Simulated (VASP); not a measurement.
# KI (F-43m) in VASP: a series of runs

KI is run at these levels: PBE, r2SCAN; tasks: single point.

Everything below comes from runs of VASP 6.6.1. Logs are shortened: lines on timing, memory, paths and dates and some standing lists are left out, and cuts for length are marked.

**1. The cell of the first run**

Symmetry: F-43m, No. 216, cubic system. Conventional cell: a = 8.074 Å, b = 8.074 Å, c = 8.074 Å, α = 90.00°, β = 90.00°, γ = 90.00°. K (site symmetry -43m) has 4 I at 3.50 Å within 4.6 Å. I (site symmetry -43m) has 4 K at 3.50 Å within 4.6 Å.

**2. Single point, PBE (volume changed by +3%)**

Contents of INCAR:

```
SYSTEM = KI
  PREC = Accurate
  ENCUT = 520
  EDIFF = 1E-7
  ISMEAR = 0
  SIGMA = 0.01
  LREAL = .FALSE.
  LASPH = .TRUE.
  NELM = 80
  ALGO = Normal
  ISIF = 2
  LWAVE = .FALSE.
  LCHARG = .FALSE.
  GGA = PE
  NBANDS = 15
```

Contents of KPOINTS:

```
Automatic mesh
0
G
  4 4 4
  0 0 0
```

Contents of POSCAR:

```
KI
1.0
    0.0000000000      4.0369521417      4.0369521417
    4.0369521417      0.0000000000      4.0369521417
    4.0369521417      4.0369521417      0.0000000000
K I
1 1
Direct
    0.0000000000      0.0000000000      0.0000000000
    0.2500000000      0.2500000000      0.2500000000
```

Potentials or basis: VASP PAW PBE potentials, release 64 (K_sv, I).

Started as:

```
$ cat potpaw_PBE.64/K_sv/POTCAR potpaw_PBE.64/I/POTCAR > POTCAR
$ mpirun -np 1 vasp_std > vasp.out
```

OUTCAR:

```text
SYSTEM = KI
   PREC = Accurate
   ENCUT = 520
   EDIFF = 1E-7
   ISMEAR = 0
   LREAL = .FALSE.
   LASPH = .TRUE.
   NELM = 80
   ISIF = 2
   GGA = PE

 ion  position               nearest neighbor table
   1  0.000  0.000  0.000-   2 3.50   2 3.50   2 3.50   2 3.50
   2  0.250  0.250  0.250-   1 3.50   1 3.50   1 3.50   1 3.50

  LATTYP: Found a face centered cubic cell.
 ALAT       =     8.0739042834

  Lattice vectors:

 A1 = (   0.0000000000,   4.0369521417,   4.0369521417)
 A2 = (   4.0369521417,   0.0000000000,   4.0369521417)
 A3 = (   4.0369521417,   4.0369521417,   0.0000000000)

Analysis of symmetry for initial positions (statically):
=====================================================================
 Subroutine PRICEL returns:
 Original cell was already a primitive cell.

 Routine SETGRP: Setting up the symmetry group for a
 face centered cubic supercell.

 Subroutine GETGRP returns: Found 24 space group operations
 (whereof 24 operations were pure point group operations)
 out of a pool of 48 trial point group operations.

The static configuration has the point symmetry T_d .

Analysis of symmetry for dynamics (positions and initial velocities):
=====================================================================
 Subroutine PRICEL returns:
 Original cell was already a primitive cell.

 Routine SETGRP: Setting up the symmetry group for a
 face centered cubic supercell.

 Subroutine GETGRP returns: Found 24 space group operations
 (whereof 24 operations were pure point group operations)
 out of a pool of 48 trial point group operations.

The dynamic configuration has the point symmetry T_d .

 Subroutine INISYM returns: Found 24 space group operations
 (whereof 24 operations are pure point group operations),
 and found     1 'primitive' translations

----------------------------------------------------------------------------------------

                                     Primitive cell

  volume of cell :     131.5803

  direct lattice vectors                    reciprocal lattice vectors
     0.000000000  4.036952142  4.036952142    -0.123855816  0.123855816  0.123855816
     4.036952142  0.000000000  4.036952142     0.123855816 -0.123855816  0.123855816
     4.036952142  4.036952142  0.000000000     0.123855816  0.123855816 -0.123855816

  length of vectors
     5.709112469  5.709112469  5.709112469     0.214524565  0.214524565  0.214524565

  position of ions in fractional coordinates (direct lattice)
     0.000000000  0.000000000  0.000000000
     0.250000000  0.250000000  0.250000000

  ion indices of the primitive-cell ions
   primitive index   ion index
                 1           1
                 2           2

----------------------------------------------------------------------------------------

 KPOINTS: Automatic mesh

Automatic generation of k-mesh.
 Grid dimensions read from file:
 generate k-points for:    4    4    4

 Generating k-lattice:

  Cartesian coordinates                     Fractional coordinates (reciprocal lattice)
    -0.030963954  0.030963954  0.030963954     0.250000000  0.000000000  0.000000000
     0.030963954 -0.030963954  0.030963954     0.000000000  0.250000000  0.000000000
     0.030963954  0.030963954 -0.030963954     0.000000000  0.000000000  0.250000000

  Length of vectors
     0.053631141  0.053631141  0.053631141

  Shift w.r.t. Gamma in fractional coordinates (k-lattice)
     0.000000000  0.000000000  0.000000000

 Subroutine IBZKPT returns following result:
 ===========================================

 Found      8 irreducible k-points:

 Following reciprocal coordinates:
            Coordinates               Weight
  0.000000  0.000000  0.000000      1.000000
  0.250000  0.000000  0.000000      8.000000
  0.500000  0.000000  0.000000      4.000000
  0.250000  0.250000  0.000000      6.000000
  0.500000  0.250000  0.000000     24.000000
 -0.250000  0.250000  0.000000     12.000000
  0.500000  0.500000  0.000000      3.000000
 -0.250000  0.500000  0.250000      6.000000
[... 46 lines left out ...]
  band No.  band energies     occupation
      1     -30.9342      2.00000
      2     -14.4212      2.00000
      3     -14.4212      2.00000
      4     -14.4212      2.00000
      5     -12.3281      2.00000
      6      -2.3334      2.00000
      7      -2.3334      2.00000
      8      -2.3334      2.00000
      9       1.5118      0.00000
     10       5.1390      0.00000
     11       5.1390      0.00000
     12       5.6950      0.00000
     13       5.6950      0.00000
     14       5.6950      0.00000
     15       6.5944      0.00000

 k-point     2 :       0.2500    0.0000    0.0000
  band No.  band energies     occupation
      1     -30.9340      2.00000
      2     -14.4418      2.00000
      3     -14.4223      2.00000
      4     -14.4223      2.00000
      5     -12.2904      2.00000
      6      -2.5716      2.00000
      7      -2.3382      2.00000
      8      -2.3382      2.00000
      9       2.2821      0.00000
     10       4.8097      0.00000
     11       4.8097      0.00000
     12       4.9253      0.00000
     13       5.9426      0.00000
     14       6.0581      0.00000
     15       6.0581      0.00000

 k-point     3 :       0.5000    0.0000    0.0000
  band No.  band energies     occupation
      1     -30.9339      2.00000
      2     -14.4618      2.00000
      3     -14.4235      2.00000
      4     -14.4235      2.00000
      5     -12.2534      2.00000
      6      -2.7601      2.00000
      7      -2.3434      2.00000
      8      -2.3434      2.00000
      9       3.2077      0.00000
     10       4.0293      0.00000
     11       4.7080      0.00000
     12       4.7080      0.00000
     13       6.0104      0.00000
     14       6.0104      0.00000
     15       6.4479      0.00000
[... 55 lines left out ...]
 k-point     7 :       0.5000    0.5000    0.0000
  band No.  band energies     occupation
      1     -30.9338      2.00000
      2     -14.4702      2.00000
      3     -14.4265      2.00000
      4     -14.4265      2.00000
      5     -12.2292      2.00000
      6      -2.7743      2.00000
      7      -2.3934      2.00000
      8      -2.3934      2.00000
      9       2.9268      0.00000
     10       3.8600      0.00000
     11       5.2647      0.00000
     12       5.9022      0.00000
     13       5.9022      0.00000
     14       6.1647      0.00000
     15       6.3472      0.00000

 k-point     8 :      -0.2500    0.5000    0.2500
  band No.  band energies     occupation
      1     -30.9338      2.00000
      2     -14.4682      2.00000
      3     -14.4285      2.00000
      4     -14.4266      2.00000
      5     -12.2292      2.00000
      6      -2.6250      2.00000
      7      -2.5582      2.00000
      8      -2.4030      2.00000
      9       3.2379      0.00000
     10       4.0779      0.00000
     11       4.8505      0.00000
     12       5.1051      0.00000
     13       5.9236      0.00000
     14       6.2362      0.00000
     15       6.6761      0.00000

------------------------ aborting loop because EDIFF is reached ----------------------------------------

  FORCE on cell =-STRESS in cart. coord.  units (eV):
  Direction    XX          YY          ZZ          XY          YZ          ZX
  --------------------------------------------------------------------------------------
  -------------------------------------------------------------------------------------
  Total       -0.1616535     -0.1616535     -0.1616535      0.0000000      0.0000000      0.0000000
  in kB       -1.9683614     -1.9683614     -1.9683614      0.0000000      0.0000000      0.0000000
  external PRESSURE =      -1.9683614 kB  Pullay stress =       0.0000000 kB

 VOLUME and BASIS-vectors are now :
 -----------------------------------------------------------------------------
  energy-cutoff  :      520.00
  volume of cell :      131.58
      direct lattice vectors                 reciprocal lattice vectors
     0.000000000  4.036952142  4.036952142    -0.123855816  0.123855816  0.123855816
     4.036952142  0.000000000  4.036952142     0.123855816 -0.123855816  0.123855816
     4.036952142  4.036952142  0.000000000     0.123855816  0.123855816 -0.123855816

 POSITION                                       TOTAL-FORCE (eV/Angst)
 -----------------------------------------------------------------------------------
      0.00000      0.00000      0.00000         0.000000      0.000000      0.000000
      2.01848      2.01848      2.01848        -0.000000     -0.000000     -0.000000
 -----------------------------------------------------------------------------------
    total drift:                               -0.000000     -0.000000     -0.000000

  FREE ENERGIE OF THE ION-ELECTRON SYSTEM (eV)
  ---------------------------------------------------
  free  energy   TOTEN  =        -5.3856175479 eV

  energy  without entropy=       -5.3856175479  energy(sigma->0) =       -5.38561755
```

It took 12 s on 1 thread of AMD EPYC 9R45 (Zen 5), shared host; peak memory 0.22 GiB.

What came out:

- Free energy: -5.3856 eV
- Pressure: -0.2 GPa
- Band gap on the k mesh: 3.85 eV, direct

Caveat: the cell differs from its parent crystal (volume changed by +3%); spin-orbit coupling is left out, which moves the levels of the heavy elements.

**3. Single point, PBE (volume changed by +6%)**

Contents of INCAR:

```
SYSTEM = KI
PREC = Accurate ; ENCUT = 520
EDIFF = 1E-6 ; ISMEAR = 0
SIGMA = 0.01 ; LREAL = .FALSE.
LASPH = .TRUE. ; NELM = 60
ALGO = Normal ; ISIF = 2
LWAVE = .FALSE. ; LCHARG = .FALSE.
GGA = PE ; NBANDS = 15
```

Contents of KPOINTS:

```
regular mesh
0
G
  4 4 4
  0 0 0
```

Contents of POSCAR:

```
KI
1.0
    0.0000000000      4.0757713706      4.0757713706
    4.0757713706      0.0000000000      4.0757713706
    4.0757713706      4.0757713706      0.0000000000
K I
1 1
Direct
    0.0000000000      0.0000000000      0.0000000000
    0.2500000000      0.2500000000      0.2500000000
```

Potentials or basis: VASP PAW PBE potentials, release 64 (K_sv, I).

Started as:

```
$ cat potpaw_PBE.64/K_sv/POTCAR potpaw_PBE.64/I/POTCAR > POTCAR
$ mpirun -np 1 vasp_std > vasp.out
```

Run time: 15 s. Hardware: 1 thread of AMD EPYC 9R45 (Zen 5), shared host; peak memory 0.28 GiB.

Results (log left out):

```
Free energy            : -5.3791 eV
Pressure               : -0.4 GPa
Band gap on the k mesh : 3.80 eV, direct
```

Levels at points of the mesh, in eV from the valence-band top:
```
           k point  band 5  band 6  band 7  band 8  band 9  band 10  band 11  band 12
(0.00, 0.00, 0.00)   -9.99    0.00    0.00    0.00    3.80     7.43     7.43     7.96
(0.50, 0.00, 0.00)   -9.92   -0.41   -0.01   -0.01    5.47     6.29     7.00     7.00
(0.50, 0.50, 0.00)   -9.90   -0.42   -0.06   -0.06    5.24     6.16     7.44     8.17
```

Caveat: the cell differs from its parent crystal (volume changed by +6%); spin-orbit coupling is left out, which moves the levels of the heavy elements.

**4. Single point, PBE**

This run uses another cell than the first one, of 62.38 Å³/atom, 0.948 times its volume.

Contents of INCAR:

```
PREC = Accurate
ENCUT = 520
EDIFF = 1E-6
ISMEAR = 0
SIGMA = 0.01
LREAL = F
LASPH = T
NELM = 80
ALGO = Normal
ISIF = 2
LWAVE = F
LCHARG = F
GGA = PE
NBANDS = 15
```

Contents of KPOINTS:

```
Automatic mesh
0
Gamma
  6 6 6
```

Contents of POSCAR:

```
KI
1.0
    0.0000000000      3.9658943916      3.9658943916
    3.9658943916      0.0000000000      3.9658943916
    3.9658943916      3.9658943916      0.0000000000
K I
1 1
Direct
    0.0000000000      0.0000000000      0.0000000000
    0.2500000000      0.2500000000      0.2500000000
```

Started as:

```
$ cat potpaw_PBE.64/K_sv/POTCAR potpaw_PBE.64/I/POTCAR > POTCAR
$ mpirun -np 1 vasp_std > vasp.out
```

It took 18 s on 1 thread of AMD EPYC 9R45 (Zen 5), shared host; peak memory 0.23 GiB.

The run converged. Its results:

```
Free energy            : -5.3860 eV
Pressure               : 0.2 GPa
Band gap on the k mesh : 3.93 eV, indirect (the least direct gap lies 3.1 meV higher)
```

Levels at points of the mesh, in eV from the valence-band top:
```csv
k point,band 5,band 6,band 7,band 8,band 9,band 10,band 11,band 12
"(0.00, 0.00, 0.00)",-10.02,0.00,0.00,0.00,3.93,7.54,7.54,8.16
"(0.50, 0.00, 0.00)",-9.92,-0.46,-0.01,-0.01,5.66,6.50,7.11,7.11
"(0.50, 0.50, 0.00)",-9.89,-0.48,-0.06,-0.06,5.28,6.25,7.91,8.35
```

Caveat: spin-orbit coupling is left out, which moves the levels of the heavy elements. PBE gaps usually lie below the measured ones, often by a third to a half.

**5. Single point, r2SCAN (volume changed by -6%)**

Contents of POSCAR:

```
KI
1.0
    0.0000000000      3.8849350547      3.8849350547
    3.8849350547      0.0000000000      3.8849350547
    3.8849350547      3.8849350547      0.0000000000
K I
1 1
Direct
    0.0000000000      0.0000000000      0.0000000000
    0.2500000000      0.2500000000      0.2500000000
```

Contents of INCAR.step1:

```
ALGO     = Normal         # electronic algorithm
EDIFF    = 1E-4           # SCF threshold, eV
ENCUT    = 520            # plane-wave cutoff, eV
GGA      = PE             # functional
ISMEAR   = 0              # smearing method
LASPH    = True           # aspherical terms in the spheres
LCHARG   = False          # write CHGCAR
LREAL    = False          # projectors in reciprocal space
LWAVE    = True           # write WAVECAR
NBANDS   = 15             # bands
NELM     = 80             # most SCF steps
PREC     = Accurate       # precision mode
SIGMA    = 0.01           # smearing width, eV
```

Contents of INCAR.step2:

```
ALGO     = Normal         # electronic algorithm
EDIFF    = 1E-7           # SCF threshold, eV
ENCUT    = 520            # plane-wave cutoff, eV
ISIF     = 2              # what is computed and relaxed
ISMEAR   = 0              # smearing method
ISTART   = 1            
LASPH    = True           # aspherical terms in the spheres
LCHARG   = False          # write CHGCAR
LMIXTAU  = True         
LREAL    = False          # projectors in reciprocal space
LWAVE    = False          # write WAVECAR
METAGGA  = R2SCAN         # meta-GGA
NBANDS   = 15             # bands
NELM     = 80             # most SCF steps
PREC     = Accurate       # precision mode
SIGMA    = 0.01           # smearing width, eV
```

Contents of KPOINTS:

```
k-points
0
Gamma
  6 6 6
```

Started as:

```
$ cat potpaw_PBE.64/K_sv/POTCAR potpaw_PBE.64/I/POTCAR > POTCAR
$ cp INCAR.step1 INCAR
$ mpirun -np 1 vasp_std > vasp.out
$ cp INCAR.step2 INCAR
$ mpirun -np 1 vasp_std > vasp.out
```

Run time: 83 s. Hardware: 1 thread of AMD EPYC 9R45 (Zen 5), shared host; peak memory 0.26 GiB.

It converged, with:

- Free energy: -33.7004 eV
- Pressure: 0.6 GPa
- Band gap on the k mesh: 4.55 eV, indirect (least direct gap 4.56 eV)

Levels at points of the mesh, in eV from the valence-band top:
| k point | band 6 | band 7 | band 8 | band 9 | band 10 | band 11 |
| --- | --- | --- | --- | --- | --- | --- |
| (0.00, 0.00, 0.00) | -0.01 | -0.01 | -0.01 | 4.55 | 8.26 | 8.26 |
| (0.50, 0.00, 0.00) | -0.50 | -0.01 | -0.01 | 6.41 | 7.11 | 7.78 |
| (0.50, 0.50, 0.00) | -0.53 | -0.06 | -0.06 | 5.69 | 6.89 | 9.11 |

Caveat: the cell differs from its parent crystal (volume changed by -6%); the PAW data sets were made with another functional, which shifts forces and pressure a little; spin-orbit coupling is left out, which moves the levels of the heavy elements.

**6. Single point, r2SCAN (volume changed by -3%)**

Contents of POSCAR:

```
KI
1.0
    0.0000000000      3.9258321133      3.9258321133
    3.9258321133      0.0000000000      3.9258321133
    3.9258321133      3.9258321133      0.0000000000
K I
1 1
Direct
    0.0000000000      0.0000000000      0.0000000000
    0.2500000000      0.2500000000      0.2500000000
```

Contents of INCAR.step1:

```
ALGO     = Normal         # electronic algorithm
EDIFF    = 1E-4           # SCF threshold, eV
ENCUT    = 520            # plane-wave cutoff, eV
GGA      = PE             # functional
ISMEAR   = 0              # smearing method
LASPH    = T              # aspherical terms in the spheres
LCHARG   = F              # write CHGCAR
LREAL    = F              # projectors in reciprocal space
LWAVE    = T              # write WAVECAR
NBANDS   = 15             # bands
NELM     = 80             # most SCF steps
PREC     = Accurate       # precision mode
SIGMA    = 0.01           # smearing width, eV
```

INCAR.step2, as its differences from that of step 5:

```diff
@@ -6,7 +6,7 @@
 ISTART   = 1            
-LASPH    = True           # aspherical terms in the spheres
-LCHARG   = False          # write CHGCAR
-LMIXTAU  = True         
-LREAL    = False          # projectors in reciprocal space
-LWAVE    = False          # write WAVECAR
+LASPH    = T              # aspherical terms in the spheres
+LCHARG   = F              # write CHGCAR
+LMIXTAU  = T            
+LREAL    = F              # projectors in reciprocal space
+LWAVE    = F              # write WAVECAR
 METAGGA  = R2SCAN         # meta-GGA
```

KPOINTS is that of step 5.

Potentials or basis: VASP PAW PBE potentials, release 64 (K_sv, I).

Started as:

```
$ cat potpaw_PBE.64/K_sv/POTCAR potpaw_PBE.64/I/POTCAR > POTCAR
$ cp INCAR.step1 INCAR
$ mpirun -np 1 vasp_std > vasp.out
$ cp INCAR.step2 INCAR
$ mpirun -np 1 vasp_std > vasp.out
```

Wall time 77 s (1 thread of AMD EPYC 9R45 (Zen 5), shared host); peak memory 0.26 GiB.

Results (log left out):

* Free energy: -33.7104 eV
* Pressure: 0.3 GPa
* Band gap on the k mesh: 4.51 eV, indirect (the least direct gap lies 4.2 meV higher)

Levels at points of the mesh, in eV from the valence-band top:
```csv
k point,band 5,band 6,band 7,band 8,band 9,band 10,band 11,band 12
"(0.00, 0.00, 0.00)",-10.33,0.00,0.00,0.00,4.51,8.22,8.22,8.89
"(0.50, 0.00, 0.00)",-10.21,-0.48,-0.01,-0.01,6.35,7.04,7.75,7.75
"(0.50, 0.50, 0.00)",-10.17,-0.50,-0.06,-0.06,5.69,6.87,8.91,9.14
```

Caveat: the cell differs from its parent crystal (volume changed by -3%); the PAW data sets were made with another functional, which shifts forces and pressure a little; spin-orbit coupling is left out, which moves the levels of the heavy elements.

**7. The runs side by side**

```csv
level,cell,k mesh,gap on the mesh (eV),pressure (GPa)
PBE,"a = 5.709 Å, angles 60.0°, 2 atoms",4 × 4 × 4,3.85,-0.2
PBE,"a = 5.764 Å, angles 60.0°, 2 atoms",4 × 4 × 4,3.80,-0.4
PBE,"a = 5.609 Å, angles 60.0°, 2 atoms",6 × 6 × 6,3.93,0.2
r2SCAN,"a = 5.494 Å, angles 60.0°, 2 atoms",6 × 6 × 6,4.55,0.6
r2SCAN,"a = 5.552 Å, angles 60.0°, 2 atoms",6 × 6 × 6,4.51,0.3
```

Alike in all rows: task single point; potentials or basis VASP PAW PBE potentials, release 64 (K_sv, I); no spin polarisation; cutoff (eV) 520; smearing gaussian 0.01 eV.

Caveats: spin-orbit coupling is left out, which moves the levels of the heavy elements; the PAW data sets were made with another functional, which shifts forces and pressure a little (some runs).

Absolute energies hang on the potentials; compare differences alone.
